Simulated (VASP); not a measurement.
# MgSi32 (a cell with a defect) in VASP: single point with PBE

Aim: the single point of MgSi32 (a cell with a defect) with PBE.

Everything below comes from runs of VASP 6.6.1. Logs are shortened: lines on timing, memory, paths and dates and some standing lists are left out, and cuts for length are marked.

## (1) The cell of the first run

The cell holds a defect, 33 atoms: a = 9.474 Å, b = 9.474 Å, c = 9.474 Å, α = 109.47°, β = 109.47°, γ = 109.47°.

## (2) Single point, PBE

INCAR

```
SYSTEM = MgSi32
  PREC = Accurate
  ENCUT = 520
  EDIFF = 1E-6
  ISMEAR = 0
  SIGMA = 0.02
  LREAL = Auto
  LASPH = .TRUE.
  NELM = 100
  ALGO = Normal
  ISIF = 2
  LWAVE = .FALSE.
  LCHARG = .TRUE.
  GGA = PE
  LELF = .TRUE.
  LVHAR = .TRUE.
  NBANDS = 87
  NELECT = 128.0
```

KPOINTS

```
Automatic mesh
0
Gamma
  2 2 2
  0.5 0.5 0.5
```

POSCAR

```
MgSi32
1.0
    5.4700936590     -5.4700936590     -5.4700936590
   -5.4700936590     -5.4700936590      5.4700936590
   -5.4700936590      5.4700936590     -5.4700936590
Si Mg
32 1
Direct
    0.5010376734      0.7536657061      0.0012943106
    0.5010381304      0.0012844387      0.7536798741
    0.5038110262      0.2333311968      0.5038131286
    0.2486592707      0.7552526990      0.2486610988
    0.5038098380      0.5038056333      0.2333468272
    0.2488588103     -0.0017109396     -0.0017005193
    0.2486592707      0.2486510442      0.7552631193
    0.0012914770      0.7536654319      0.5010407812
    0.2333435366      0.5038065473      0.5038127630
   -0.0017050896     -0.0017125849      0.2488621009
   -0.0017034443      0.2488499439     -0.0017006107
    0.7531885662      0.7531807053      0.7531903943
    0.0012921168      0.5010302695      0.7536793256
    0.7536758522      0.0012854442      0.5010422437
    0.7552618397      0.2486512270      0.2486612817
    0.7536755780      0.5010311835      0.0012958645
    0.2509611509      0.7513469158     -0.0002798855
    0.2509594141      0.9997088425      0.7513563307
    0.2431448313      0.2431387071      0.5040713509
   -0.0002814394      0.7513463674      0.2509645329
    0.2431461110      0.5040612962      0.2431502243
    1.0035906773      1.0035821765      1.0035947906
   -0.0002813480      0.2509532899      0.7513582502
    0.7516024873      0.7515949006      0.4990782005
   -0.0124627665      0.5022658059      0.5022788770
    0.7513524916      0.9997088425      0.2509630704
    0.7513550510      0.2509535642     -0.0002798855
    0.4990764638      0.7515944436      0.7516055951
    0.7516012076      0.4990670490      0.7516047725
    0.5022747637      0.9875272412      0.5022790598
    0.5040702540      0.2431385243      0.2431488532
    0.5022746723      0.5022659887     -0.0124592931
    0.4619323100      0.4619177765      0.4619355092
```

Potentials or basis: VASP PAW PBE potentials, release 64 (Si, Mg).

Started as:

```sh
$ cat potpaw_PBE.64/Si/POTCAR potpaw_PBE.64/Mg/POTCAR > POTCAR
$ mpirun -np 1 vasp_std > vasp.out
```

OUTCAR:

```text
SYSTEM = MgSi32
   PREC = Accurate
   ENCUT = 520
   EDIFF = 1E-6
   ISMEAR = 0
   LREAL = Auto
   LASPH = .TRUE.
   NELM = 100
   ISIF = 2
   GGA = PE
   NELECT = 128.0

 ion  position               nearest neighbor table
   1  0.501  0.754  0.001-  32 2.35  28 2.35  26 2.36  17 2.36
   2  0.501  0.001  0.754-  30 2.35  28 2.35  27 2.36  18 2.36
   3  0.504  0.233  0.504-  30 2.32  29 2.41  33 2.46  31 2.50  19 2.50
   4  0.249  0.755  0.249-  30 2.34  21 2.35  17 2.35  20 2.35
   5  0.504  0.504  0.233-  32 2.32  24 2.41  33 2.46  21 2.50  31 2.50
   6  0.249  0.998  0.998-  17 2.35  18 2.35  31 2.35  22 2.36
   7  0.249  0.249  0.755-  32 2.34  19 2.35  23 2.35  18 2.35
   8  0.001  0.754  0.501-  25 2.35  24 2.35  18 2.36  20 2.36
   9  0.233  0.504  0.504-  25 2.32  28 2.41  33 2.46  21 2.50  19 2.50
  10  0.998  0.998  0.249-  20 2.35  26 2.35  19 2.35  22 2.36
  11  0.998  0.249  0.998-  27 2.35  23 2.35  21 2.35  22 2.36
  12  0.753  0.753  0.753-  22 2.37  24 2.40  28 2.40  29 2.40  33 2.76
  13  0.001  0.501  0.754-  25 2.35  29 2.35  17 2.36  23 2.36
  14  0.754  0.001  0.501-  30 2.35  24 2.35  23 2.36  26 2.36
  15  0.755  0.249  0.249-  25 2.34  31 2.35  27 2.35  26 2.35
  16  0.754  0.501  0.001-  32 2.35  29 2.35  20 2.36  27 2.36
  17  0.251  0.751  1.000-   6 2.35   4 2.35  13 2.36   1 2.36
  18  0.251  1.000  0.751-   6 2.35   7 2.35   8 2.36   2 2.36
  19  0.243  0.243  0.504-   7 2.35  10 2.35   9 2.50   3 2.50  33 2.64
  20  1.000  0.751  0.251-  10 2.35   4 2.35  16 2.36   8 2.36
  21  0.243  0.504  0.243-   4 2.35  11 2.35   9 2.50   5 2.50  33 2.64
  22  0.004  0.004  0.004-  10 2.36   6 2.36  11 2.36  12 2.37
  23  1.000  0.251  0.751-  11 2.35   7 2.35  14 2.36  13 2.36
  24  0.752  0.752  0.499-   8 2.35  14 2.35  12 2.40   5 2.41  33 2.98
  25  0.988  0.502  0.502-   9 2.32  15 2.34  13 2.35   8 2.35
  26  0.751  1.000  0.251-  10 2.35  15 2.35   1 2.36  14 2.36
  27  0.751  0.251  1.000-  11 2.35  15 2.35   2 2.36  16 2.36
  28  0.499  0.752  0.752-   1 2.35   2 2.35  12 2.40   9 2.41  33 2.98
  29  0.752  0.499  0.752-  16 2.35  13 2.35  12 2.40   3 2.41  33 2.98
  30  0.502  0.988  0.502-   3 2.32   4 2.34   2 2.35  14 2.35
  31  0.504  0.243  0.243-  15 2.35   6 2.35   3 2.50   5 2.50  33 2.64
  32  0.502  0.502  0.988-   5 2.32   7 2.34  16 2.35   1 2.35
  33  0.462  0.462  0.462-   3 2.46   5 2.46   9 2.46  19 2.64  31 2.64  21 2.64  12 2.76  29 2.98
                            28 2.98  24 2.98

  LATTYP: Found a body centered cubic cell.
 ALAT       =    10.9401873180

  Lattice vectors:

 A1 = (   5.4700936590,  -5.4700936590,  -5.4700936590)
 A2 = (  -5.4700936590,  -5.4700936590,   5.4700936590)
 A3 = (  -5.4700936590,   5.4700936590,  -5.4700936590)

Analysis of symmetry for initial positions (statically):
=====================================================================
 Subroutine PRICEL returns:
 Original cell was already a primitive cell.

 Routine SETGRP: Setting up the symmetry group for a
 body centered cubic supercell.

 Subroutine GETGRP returns: Found  2 space group operations
 (whereof  2 operations were pure point group operations)
 out of a pool of 48 trial point group operations.

The static configuration has the point symmetry C_1h.

Analysis of symmetry for dynamics (positions and initial velocities):
=====================================================================
 Subroutine PRICEL returns:
 Original cell was already a primitive cell.

 Routine SETGRP: Setting up the symmetry group for a
 body centered cubic supercell.

 Subroutine GETGRP returns: Found  2 space group operations
 (whereof  2 operations were pure point group operations)
 out of a pool of 48 trial point group operations.

The dynamic configuration has the point symmetry C_1h.

 Subroutine INISYM returns: Found  2 space group operations
 (whereof  2 operations are pure point group operations),
 and found     1 'primitive' translations

----------------------------------------------------------------------------------------

                                     Primitive cell

  volume of cell :     654.7029

  direct lattice vectors                    reciprocal lattice vectors
     5.470093659 -5.470093659 -5.470093659     0.000000000 -0.091406113 -0.091406113
    -5.470093659 -5.470093659  5.470093659    -0.091406113 -0.091406113  0.000000000
    -5.470093659  5.470093659 -5.470093659    -0.091406113  0.000000000 -0.091406113

  length of vectors
     9.474480140  9.474480140  9.474480140     0.129267765  0.129267765  0.129267765

  position of ions in fractional coordinates (direct lattice)
     0.501037673  0.753665706  0.001294311
     0.501038130  0.001284439  0.753679874
     0.503811026  0.233331197  0.503813129
     0.248659271  0.755252699  0.248661099
     0.503809838  0.503805633  0.233346827
     0.248858810  0.998289060  0.998299481
[... 25 lines left out ...]
     0.502274672  0.502265989  0.987540707
     0.461932310  0.461917777  0.461935509

  ion indices of the primitive-cell ions
   primitive index   ion index
                 1           1
                 2           2
                 3           3
                 4           4
                 5           5
                 6           6
[... 25 lines left out ...]
                32          32
                33          33

----------------------------------------------------------------------------------------

 KPOINTS: Automatic mesh

Automatic generation of k-mesh.
 Grid dimensions read from file:
 generate k-points for:    2    2    2

 Generating k-lattice:

  Cartesian coordinates                     Fractional coordinates (reciprocal lattice)
     0.000000000 -0.045703057 -0.045703057     0.500000000  0.000000000  0.000000000
    -0.045703057 -0.045703057  0.000000000     0.000000000  0.500000000  0.000000000
    -0.045703057  0.000000000 -0.045703057     0.000000000  0.000000000  0.500000000

  Length of vectors
     0.064633882  0.064633882  0.064633882

  Shift w.r.t. Gamma in fractional coordinates (k-lattice)
     0.500000000  0.500000000  0.500000000

 Subroutine IBZKPT returns following result:
 ===========================================

 Found      3 irreducible k-points:

 Following reciprocal coordinates:
            Coordinates               Weight
  0.250000  0.250000  0.250000      2.000000
 -0.250000  0.250000  0.250000      4.000000
  0.250000 -0.250000  0.250000      2.000000
   k-points           NKPTS =      3   k-points in BZ     NKDIM =      3   number of bands    NBANDS=     87
   number of dos      NEDOS =    301   number of ions     NIONS =     33
   total plane-waves  NPLWV = 343000
   dimension x,y,z NGX =    70 NGY =   70 NGZ =   70
   dimension x,y,z NGXF=   140 NGYF=  140 NGZF=  140
   ions per type =              32   1
   NGX,Y,Z   is equivalent  to a cutoff of  12.28, 12.28, 12.28 a.u.
   NGXF,Y,Z  is equivalent  to a cutoff of  24.57, 24.57, 24.57 a.u.
 SYSTEM =  MgSi32
   PREC   = accura    normal or accurate (medium, high low for compatibility)
   ISTART =      0    job   : 0-new  1-cont  2-samecut
   ICHARG =      2    charge: 1-file 2-atom 10-const
   ISPIN  =      1    spin polarized calculation?
   LNONCOLLINEAR =      F non collinear calculations
   LSORBIT =      F    spin-orbit coupling
   LASPH  =      T    aspherical Exc in radial PAW
   ENCUT  =  520.0 eV  38.22 Ry    6.18 a.u.  17.62 17.62 17.62*2*pi/ulx,y,z
   NELM   =    100;   NELMIN=  2; NELMDL= -5     # of ELM steps
   EDIFF  = 0.1E-05   stopping-criterion for ELM
   LREAL  =      T    real-space projection
   EDIFFG = 0.1E-04   stopping-criterion for IOM
   NSW    =      0    number of steps for IOM
   IBRION =     -1    ionic relax: 0-MD 1-quasi-New 2-CG
   NFREE  =      0    steps in history (QN), initial steepest desc. (CG)
   ISIF   =      2    stress and relaxation
   ISYM   =      2    0-nonsym 1-usesym 2-fastsym
   POTIM  = 0.5000    time-step for ionic-motion
   TEBEG  =    0.0;   TEEND  =   0.0 temperature during run
   PSTRESS=    0.0 pullay stress
   NELECT =     128.0000    total number of electrons
   NUPDOWN=      -1.0000    fix difference up-down
   EMIN   =  10.00;   EMAX   =-10.00  energy-range for DOS
   EFERMI =   0.00;   METHOD = LEGACY
   ISMEAR =     0;   SIGMA  =   0.02  broadening in eV -4-tet -1-fermi 0-gaus
   EFERMI_NEDOS =   21; number of points for ismear=-14 and -15
   IALGO  =     38    algorithm
   IMIX   =      4    mixing-type and parameters
     AMIX     =   0.40;   BMIX     =  1.00
     AMIX_MAG =   1.60;   BMIX_MAG =  1.00
  volume/ion in A,a.u.               =      19.84       133.88
  Fermi-wavevector in a.u.,A,eV,Ry     =   0.950160  1.795542 12.283394  0.902804
  Thomas-Fermi vector in A             =   2.078511
   LORBIT       =      0    0 simple, 1 ext, 2 COOP (PROOUT), +10 PAW based schemes
   GGA     = PE    functional components
   LHFCALC =     F    Hartree Fock is set to
   AEXX    =    0.0000 exact exchange contribution
   IVDW    =     0    specifies the selected vdW correction
   LEPSILON=     F    determine dielectric tensor
   LRPA    =     F    only Hartree local field effects (RPA)
 non-spin polarized calculation
 Gauss-broadening in eV      SIGMA  =   0.02
  energy-cutoff  :      520.00
  volume of cell :      654.70
 maximum number of plane-waves:     17628
 NGX is ok and might be reduce to    70
   NGX = 35   NGY = 35   NGZ = 35

 number of electron     128.0000003 magnetization

 Free energy of the ion-electron system (eV)
  ---------------------------------------------------
  ext. energy  EPLUGINS =         0.00000000
  ---------------------------------------------------
  free energy    TOTEN  =      -185.61950601 eV

  energy without entropy =     -185.61950601  energy(sigma->0) =     -185.61950601

 E-fermi :   5.1934     XC(G=0):  -9.3696

 val. band max:        5.0942134388   @ k =   0.2500   0.2500   0.2500
 cond. band min:       6.3065758869   @ k =   0.2500  -0.2500   0.2500
 fundamental gap:      1.2123624481
 Fermi energy:         5.1934460402

 k-point     1 :       0.2500    0.2500    0.2500
  band No.  band energies     occupation
      1      -5.4217      2.00000
      2      -5.2665      2.00000
      3      -5.2665      2.00000
      4      -5.2336      2.00000
      5      -3.5455      2.00000
      6      -3.5035      2.00000
[... 68 lines left out ...]
     75       7.3957      0.00000
     76       7.3957      0.00000

 k-point     2 :      -0.2500    0.2500    0.2500
  band No.  band energies     occupation
      1      -5.8220      2.00000
      2      -4.8546      2.00000
      3      -4.7958      2.00000
      4      -4.7551      2.00000
      5      -4.6996      2.00000
      6      -3.9959      2.00000
[... 68 lines left out ...]
     75       8.0310      0.00000
     76       8.0853      0.00000

 k-point     3 :       0.2500   -0.2500    0.2500
  band No.  band energies     occupation
      1      -5.8220      2.00000
      2      -4.8546      2.00000
      3      -4.7959      2.00000
      4      -4.7551      2.00000
      5      -4.6996      2.00000
      6      -3.9959      2.00000
[... 68 lines left out ...]
     75       8.0310      0.00000
     76       8.0853      0.00000
 [bands above 76 left out]

------------------------ aborting loop because EDIFF is reached ----------------------------------------

  FORCE on cell =-STRESS in cart. coord.  units (eV):
  Direction    XX          YY          ZZ          XY          YZ          ZX
  --------------------------------------------------------------------------------------
  -------------------------------------------------------------------------------------
  Total      -11.6859324    -11.6859324    -11.6862941     -1.0508411     -1.0510364     -1.0510363
  in kB      -28.5976058    -28.5976058    -28.5984907     -2.5715996     -2.5720774     -2.5720774
  external PRESSURE =     -28.5979007 kB  Pullay stress =       0.0000000 kB

 VOLUME and BASIS-vectors are now :
 -----------------------------------------------------------------------------
  energy-cutoff  :      520.00
  volume of cell :      654.70
      direct lattice vectors                 reciprocal lattice vectors
     5.470093659 -5.470093659 -5.470093659     0.000000000 -0.091406113 -0.091406113
    -5.470093659 -5.470093659  5.470093659    -0.091406113 -0.091406113  0.000000000
    -5.470093659  5.470093659 -5.470093659    -0.091406113  0.000000000 -0.091406113

 POSITION                                       TOTAL-FORCE (eV/Angst)
 -----------------------------------------------------------------------------------
     -1.38898     -6.85626      1.37482         0.009394      0.019713      0.007479
     -1.38900      1.37495     -6.85640         0.009419      0.007559      0.019661
     -1.27636     -1.27633     -4.23545         0.046727      0.046727      0.107410
     -4.13131     -4.13129      1.41091         0.072776      0.072776     -0.045581
     -1.27641     -4.23532     -1.27645         0.046852      0.107466      0.046598
     -9.56025     -1.36122     -1.36134         0.010978      0.015765      0.015787
[... 25 lines left out ...]
     -5.40189     -0.09299     -5.40199         0.023474      0.027027      0.023444
     -2.52675     -2.52672     -2.52691        -0.647730     -0.647730     -0.647245
 -----------------------------------------------------------------------------------
    total drift:                                0.041740     -0.011025      0.017927

  FREE ENERGIE OF THE ION-ELECTRON SYSTEM (eV)
  ---------------------------------------------------
  free  energy   TOTEN  =      -185.6195060107 eV

  energy  without entropy=     -185.6195060107  energy(sigma->0) =     -185.61950601
```

Run time: 3.8 min. Hardware: 1 thread of Intel Xeon 6975P-C (Granite Rapids), shared host; peak memory 0.7 GiB.

Results:

- Free energy: -185.6195 eV
- Largest force: 1.122 eV/Å

Forces on the atoms (eV/Å):
```
Si   0.009  0.020  0.007
Si   0.009  0.008  0.020
Si   0.047  0.047  0.107
Si   0.073  0.073 -0.046
Si   0.047  0.107  0.047
Si   0.011  0.016  0.016
Si   0.073 -0.046  0.073
Si   0.020  0.009  0.007
Si   0.107  0.047  0.047
Si   0.016  0.011  0.016
Si   0.016  0.016  0.011
Si  -0.028 -0.028 -0.028
Si   0.020  0.007  0.009
Si   0.008  0.009  0.020
Si  -0.046  0.073  0.073
Si   0.007  0.020  0.009
Si   0.003  0.024  0.003
Si   0.003  0.003  0.024
Si   0.084 -0.115  0.084
Si   0.024  0.003  0.003
Si   0.084  0.084 -0.115
Si  -0.007 -0.007 -0.007
Si   0.024  0.003  0.003
Si   0.039  0.001  0.039
Si   0.027  0.023  0.023
Si   0.003  0.003  0.024
Si   0.003  0.024  0.003
Si   0.001  0.039  0.039
Si   0.039  0.039  0.001
Si   0.024  0.024  0.027
Si  -0.115  0.084  0.084
Si   0.023  0.027  0.023
Mg  -0.648 -0.648 -0.647
```

Levels at points of the mesh, in eV from the Fermi level:
```tsv
k point	band 60	band 61	band 62	band 63	band 64	band 65	band 66	band 67	band 68	band 69
(0.25, 0.25, 0.25)	-0.20	-0.20	-0.13	-0.13	-0.10	1.58	1.90	1.93	1.93	1.99
```

Caveat: the cell carries a net charge on a neutralising background, which shifts energy and pressure; the cell is charged against a uniform background, so pressure and absolute levels hang on convention.
